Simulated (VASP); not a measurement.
# Zn6O7 in VASP: a series of runs

Zn6O7 is run at these levels: PBEsol; tasks: single point.

Everything below comes from runs of VASP 6.6.1. Logs are shortened: lines on timing, memory, paths and dates and some standing lists are left out, and cuts for length are marked.

### 1 The cell of the first run

The cell holds a slab with vacuum, 13 atoms: a = 5.635 Å, b = 6.140 Å, c = 17.468 Å, α = 90.00°, β = 90.00°, γ = 117.31°.

### 2 Single point, PBEsol, collinear spin, zero start

INCAR reads:

```
PREC     = Accurate       # precision mode
ENCUT    = 520            # plane-wave cutoff, eV
EDIFF    = 1E-6           # SCF threshold, eV
ISMEAR   = 0              # smearing method
SIGMA    = 0.02           # smearing width, eV
LREAL    = False          # projectors in reciprocal space
LASPH    = True           # aspherical terms in the spheres
NELM     = 150            # most SCF steps
ALGO     = Normal         # electronic algorithm
ISIF     = 2              # what is computed and relaxed
LWAVE    = False          # write WAVECAR
LCHARG   = False          # write CHGCAR
ISPIN    = 2              # spin polarisation
MAGMOM   = 0 0 0 0 0 0 0 0 0 0 0 0 0 # initial moments
LORBIT   = 11             # projections on sites
GGA      = PS             # functional
NBANDS   = 73             # bands
```

KPOINTS reads:

```
Automatic mesh
0
Gamma
  2 2 1
```

POSCAR reads:

```
Zn6O7
1.0
    5.6348810000      0.0000000000      0.0000000000
   -2.8174400000      5.4554530000      0.0000000000
    0.0000000000      0.0000000000     17.4682400000
Zn O
6 7
Direct
    0.3333332150      0.0000000000      0.0572468091
    0.3090952702      0.5136915303      0.0412249316
    0.8973689491      0.0716864392      0.1280027639
    0.8408198086      0.5546050896      0.0938405930
    0.3984338819      0.1510309043      0.2069228497
    0.3570498741      0.5941920863      0.1957213205
    0.1189667119      0.6853122921      0.0179662633
    0.1415695676      0.1791777878      0.0400945373
    0.6170217009      0.7163176000      0.1119294216
    0.6426420985      0.2122841128      0.1211802677
    0.1302447567      0.7832233180      0.1696057531
    0.1433774906      0.2623807775      0.2133207467
    0.2728436211      0.8247569908      0.2487765224
```

Potentials or basis: VASP PAW PBE potentials, release 64 (Zn, O).

Run with:

```
> cat potpaw_PBE.64/Zn/POTCAR potpaw_PBE.64/O/POTCAR > POTCAR
> mpirun -np 1 vasp_std > vasp.out
```

OUTCAR:

```text
PREC = Accurate
   ENCUT = 520
   EDIFF = 1E-6
   ISMEAR = 0
   LREAL = False
   LASPH = True
   NELM = 150
   ISIF = 2
   ISPIN = 2
   LORBIT = 11
   GGA = PS

 ion  position               nearest neighbor table
   1  0.333  0.000  0.057-   7 1.88   8 1.89  10 1.97  11 2.35   5 2.74   4 2.94   2 2.94   3 2.96

   2  0.309  0.514  0.041-   8 1.83   7 1.86   9 2.03   6 2.73   4 2.91   1 2.94   4 3.03   3 3.04

   3  0.897  0.072  0.128-   8 1.96  10 1.99  12 2.01   9 2.04   1 2.96   5 2.97   2 3.04
   4  0.841  0.555  0.094-   7 1.92  10 1.93   9 1.96  11 2.07   2 2.91   1 2.94   2 3.03
   5  0.398  0.151  0.207-  12 1.86  13 1.94  10 1.95  11 2.16   1 2.74   6 2.84   3 2.97
   6  0.357  0.594  0.196-  12 1.86  13 1.92   9 1.96  11 2.13   2 2.73   5 2.84
   7  0.119  0.685  0.018-   2 1.86   1 1.88   4 1.92
   8  0.142  0.179  0.040-   2 1.83   1 1.89   3 1.96
   9  0.617  0.716  0.112-   4 1.96   6 1.96   2 2.03   3 2.04
  10  0.643  0.212  0.121-   4 1.93   5 1.95   1 1.97   3 1.99
  11  0.130  0.783  0.170-  13 1.56   4 2.07   6 2.13   5 2.16   1 2.35
  12  0.143  0.262  0.213-   6 1.86   5 1.86   3 2.01
  13  0.273  0.825  0.249-  11 1.56   6 1.92   5 1.94

  LATTYP: Found a base centered orthorhombic cell.
 ALAT       =     5.6348810000
 B/A-ratio  =     1.9363152478
 C/A-ratio  =     3.1000193261

  Lattice vectors:

 A1 = (   2.8174400000,  -5.4554530000,   0.0000000000)
 A2 = (   2.8174410000,   5.4554530000,   0.0000000000)
 A3 = (   0.0000000000,   0.0000000000,  17.4682400000)

Analysis of symmetry for initial positions (statically):
=====================================================================
 Subroutine PRICEL returns:
 Original cell was already a primitive cell.

 Routine SETGRP: Setting up the symmetry group for a
 base centered orthorhombic supercell.

 Subroutine GETGRP returns: Found  1 space group operations
 (whereof  1 operations were pure point group operations)
 out of a pool of  8 trial point group operations.

The static configuration has the point symmetry C_1 .

Analysis of symmetry for dynamics (positions and initial velocities):
=====================================================================
 Subroutine PRICEL returns:
 Original cell was already a primitive cell.

 Routine SETGRP: Setting up the symmetry group for a
 base centered orthorhombic supercell.

 Subroutine GETGRP returns: Found  1 space group operations
 (whereof  1 operations were pure point group operations)
 out of a pool of  8 trial point group operations.

The dynamic configuration has the point symmetry C_1 .

Analysis of structural, dynamic, and magnetic symmetry:
=====================================================================
 Subroutine PRICEL returns:
 Original cell was already a primitive cell.

 Routine SETGRP: Setting up the symmetry group for a
 base centered orthorhombic supercell.

 Subroutine GETGRP returns: Found  1 space group operations
 (whereof  1 operations were pure point group operations)
 out of a pool of  8 trial point group operations.

The overall configuration has the point symmetry C_1 .

 Subroutine INISYM returns: Found  1 space group operations
 (whereof  1 operations are pure point group operations),
 and found     1 'primitive' translations

----------------------------------------------------------------------------------------

                                     Primitive cell

  volume of cell :     536.9882

  direct lattice vectors                    reciprocal lattice vectors
     5.634881000  0.000000000  0.000000000     0.177466037  0.091651401  0.000000000
    -2.817440000  5.455453000  0.000000000     0.000000000  0.183302835  0.000000000
     0.000000000  0.000000000 17.468240000     0.000000000  0.000000000  0.057246752

  length of vectors
     5.634881000  6.140027328 17.468240000     0.199735259  0.183302835  0.057246752

  position of ions in fractional coordinates (direct lattice)
[... 72 lines left out ...]
   ISTART =      0    job   : 0-new  1-cont  2-samecut
   ICHARG =      2    charge: 1-file 2-atom 10-const
   ISPIN  =      2    spin polarized calculation?
   LNONCOLLINEAR =      F non collinear calculations
   LSORBIT =      F    spin-orbit coupling
   LASPH  =      T    aspherical Exc in radial PAW
   ENCUT  =  520.0 eV  38.22 Ry    6.18 a.u.  10.48 11.42 32.48*2*pi/ulx,y,z
   NELM   =    150;   NELMIN=  2; NELMDL= -5     # of ELM steps
   EDIFF  = 0.1E-05   stopping-criterion for ELM
   LREAL  =      F    real-space projection
[... 7 lines left out ...]
   TEBEG  =    0.0;   TEEND  =   0.0 temperature during run
   PSTRESS=    0.0 pullay stress
   NELECT =     114.0000    total number of electrons
   NUPDOWN=      -1.0000    fix difference up-down
   EMIN   =  10.00;   EMAX   =-10.00  energy-range for DOS
   EFERMI =   0.00;   METHOD = LEGACY
   ISMEAR =     0;   SIGMA  =   0.02  broadening in eV -4-tet -1-fermi 0-gaus
   EFERMI_NEDOS =   21; number of points for ismear=-14 and -15
   IALGO  =     38    algorithm
   IMIX   =      4    mixing-type and parameters
     AMIX     =   0.40;   BMIX     =  1.00
     AMIX_MAG =   1.60;   BMIX_MAG =  1.00
  volume/ion in A,a.u.               =      41.31       278.75
  Fermi-wavevector in a.u.,A,eV,Ry     =   0.976611  1.845527 12.976812  0.953769
  Thomas-Fermi vector in A             =   2.107243
   LORBIT       =     11    0 simple, 1 ext, 2 COOP (PROOUT), +10 PAW based schemes
   GGA     = PS    functional components
   LHFCALC =     F    Hartree Fock is set to
   AEXX    =    0.0000 exact exchange contribution
   IVDW    =     0    specifies the selected vdW correction
   LEPSILON=     F    determine dielectric tensor
   LRPA    =     F    only Hartree local field effects (RPA)
 spin polarized calculation
 Gauss-broadening in eV      SIGMA  =   0.02
  energy-cutoff  :      520.00
  volume of cell :      536.99
 maximum number of plane-waves:     14499
 NGX is ok and might be reduce to    42
   NGX = 21   NGY = 23   NGZ = 65

 number of electron     114.0000006 magnetization       0.0000000

 number of electron     114.0000006 magnetization      -0.0000000

 Free energy of the ion-electron system (eV)
  ---------------------------------------------------
  ext. energy  EPLUGINS =         0.00000000
  ---------------------------------------------------
  free energy    TOTEN  =       -57.88679283 eV

  energy without entropy =      -57.88679283  energy(sigma->0) =      -57.88679283

 E-fermi :  -3.8494     XC(G=0):  -3.7960

 val. band max:       -4.0083817311   @ k =   0.0000   0.0000   0.0000
 cond. band min:      -2.5199632089   @ k =   0.0000   0.0000   0.0000
 fundamental gap:      1.4884185222
 Fermi energy:        -3.8494070922

 spin component 1

 k-point     1 :       0.0000    0.0000    0.0000
  band No.  band energies     occupation
      1     -24.6289      1.00000
      2     -22.0139      1.00000
      3     -21.5382      1.00000
      4     -21.1504      1.00000
      5     -20.9753      1.00000
      6     -20.7074      1.00000
[... 277 lines left out ...]
     68       3.3707      0.00000
     69       3.5298      0.00000
 Fermi energy:        -3.8494070922

 spin component 2

 k-point     1 :       0.0000    0.0000    0.0000
  band No.  band energies     occupation
      1     -24.6289      1.00000
      2     -22.0139      1.00000
      3     -21.5382      1.00000
      4     -21.1504      1.00000
      5     -20.9753      1.00000
      6     -20.7074      1.00000
[... 277 lines left out ...]
     68       3.3707      0.00000
     69       3.5299      0.00000
 [bands above 69 left out]

------------------------ aborting loop because EDIFF is reached ----------------------------------------

  FORCE on cell =-STRESS in cart. coord.  units (eV):
  Direction    XX          YY          ZZ          XY          YZ          ZX
  --------------------------------------------------------------------------------------
  -------------------------------------------------------------------------------------
  Total        2.6231978      3.9280025      0.5788402     -4.6125672      0.0402989      0.0245191
  in kB        7.8266678     11.7197304      1.7270485    -13.7622225      0.1202373      0.0731562
  external PRESSURE =       7.0911489 kB  Pullay stress =       0.0000000 kB

 VOLUME and BASIS-vectors are now :
 -----------------------------------------------------------------------------
  energy-cutoff  :      520.00
  volume of cell :      536.99
      direct lattice vectors                 reciprocal lattice vectors
     5.634881000  0.000000000  0.000000000     0.177466037  0.091651401  0.000000000
    -2.817440000  5.455453000  0.000000000     0.000000000  0.183302835  0.000000000
     0.000000000  0.000000000 17.468240000     0.000000000  0.000000000  0.057246752

 POSITION                                       TOTAL-FORCE (eV/Angst)
 -----------------------------------------------------------------------------------
      1.87829      0.00000      1.00000         0.034155      0.028240     -0.010948
      0.29442      2.80242      0.72013         0.047238      0.026825     -0.013758
      4.85460      0.39108      2.23598         0.004707     -0.025650      0.015887
      3.17535      3.02562      1.63923        -0.014558     -0.021483      0.001875
      1.81961      0.82394      3.61458         0.053148      0.050649      0.029879
      0.33783      3.24159      3.41891         0.068158     -0.004568      0.009477
     -1.26046      3.73869      0.31384        -0.031048     -0.014769     -0.097367
      0.29291      0.97750      0.70038        -0.017656     -0.028276     -0.059486
      1.45866      3.90784      1.95521        -0.011042      0.025890     -0.007877
      3.02311      1.15811      2.11681         0.006449     -0.001525      0.006244
     -1.47277      4.27284      2.96271        -0.099265     -0.021364     -0.122159
      0.06867      1.43141      3.72634        -0.069840     -0.034144      0.059082
     -0.78626      4.49942      4.34569         0.029555      0.020175      0.189151
 -----------------------------------------------------------------------------------
    total drift:                               -0.000060      0.002364      0.000267

  FREE ENERGIE OF THE ION-ELECTRON SYSTEM (eV)
  ---------------------------------------------------
  free  energy   TOTEN  =       -57.8867928278 eV

  energy  without entropy=      -57.8867928278  energy(sigma->0) =      -57.88679283

 total charge

# of ion       s       p       d       tot
------------------------------------------
    1        0.505   0.496   9.892  10.893
    2        0.537   0.516   9.883  10.935
    3        0.447   0.457   9.895  10.799
    4        0.483   0.495   9.889  10.867
    5        0.500   0.499   9.898  10.897
    6        0.498   0.515   9.896  10.909
    7        1.555   3.414   0.000   4.969
    8        1.551   3.431   0.000   4.982
    9        1.549   3.415   0.000   4.964
   10        1.545   3.442   0.000   4.987
   11        1.584   3.308   0.000   4.892
   12        1.553   3.410   0.000   4.963
   13        1.587   3.278   0.000   4.865
--------------------------------------------------
tot         13.894  26.675  59.353  99.923

 magnetization (x)

# of ion       s       p       d       tot
------------------------------------------
    1       -0.000   0.000  -0.000  -0.000
    2        0.000   0.000  -0.000   0.000
    3       -0.000  -0.000  -0.000  -0.000
    4        0.000   0.000  -0.000   0.000
    5        0.000   0.000  -0.000   0.000
    6       -0.000   0.000   0.000   0.000
    7       -0.000  -0.000   0.000  -0.000
    8       -0.000  -0.000   0.000  -0.000
    9       -0.000  -0.000   0.000  -0.000
   10        0.000  -0.000   0.000   0.000
   11        0.000  -0.000   0.000   0.000
   12        0.000  -0.000   0.000  -0.000
   13        0.000  -0.000   0.000   0.000
--------------------------------------------------
tot          0.000  -0.000  -0.000  -0.000
```

Run time: 19 min. Hardware: 1 thread of Oxide Virtual Turin-like, shared host; peak memory 0.85 GiB.

Results:

* Free energy: -57.8868 eV
* Largest force: 0.193 eV/Å
* Band gap on the k mesh: 1.49 eV
* Net moment: 0.00 μB per cell
* Valence electrons inside the program's atomic spheres: Zn 10.89, 10.94, 10.80, 10.87, 10.90, 10.91; O 4.97, 4.98, 4.96, 4.99, 4.89, 4.87 (each value once)

Forces on the atoms (eV/Å):
```
Zn   0.034  0.028 -0.011
Zn   0.047  0.027 -0.014
Zn   0.005 -0.026  0.016
Zn  -0.015 -0.021  0.002
Zn   0.053  0.051  0.030
Zn   0.068 -0.005  0.009
O   -0.031 -0.015 -0.097
O   -0.018 -0.028 -0.059
O   -0.011  0.026 -0.008
O    0.006 -0.002  0.006
O   -0.099 -0.021 -0.122
O   -0.070 -0.034  0.059
O    0.030  0.020  0.189
```

Caveat: the k points lie up to 0.63 Å⁻¹ apart; there is no dipole correction, which matters where the two faces differ; the PAW data sets were made with another functional, which shifts forces and pressure a little.

[end of part 1 of 2]
